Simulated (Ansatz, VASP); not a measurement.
Two plane-wave programs on WC

```
W C
1.0
     2.90050    0.00000    0.00000
    -1.45025    2.51191    0.00000
     0.00000    0.00000    2.82900
W C
1 1
Direct
  0.11536 0.08445 0.00000
  0.66667 0.33333 0.50000
```

Alike in both runs: task single point; functional PBE; k mesh 18 × 18 × 16; occupations gaussian, width 0.15 eV; no spin polarisation.

```csv
,VASP,Ansatz
version,VASP 6.6.1,Ansatz 0.2.0
potentials or method,"VASP PAW PBE potentials, release 64 (W_sv, C), cutoff 520 eV","scalar-relativistic, plane waves, PAW"
valence electrons in the cell,18,18
```

```tsv
	VASP	Ansatz	Ansatz less VASP
gap on the k mesh at the Fermi level (eV)	none	none	-
pressure (GPa)	25.3	24.0	-1.28
traceless stress, the component that is largest in VASP (GPa)	-15.13	-14.76	+0.378
rms of the force components (eV/Å)	3.009	2.990	-0.0194
```

Atom by atom the forces differ by 0.020 eV/Å (rms over components). A gap of «none» marks a metal or a gap that the smearing closes. With one functional, cell and mesh, what is left measures potentials, basis and numerics.

Spin-orbit coupling is off throughout.
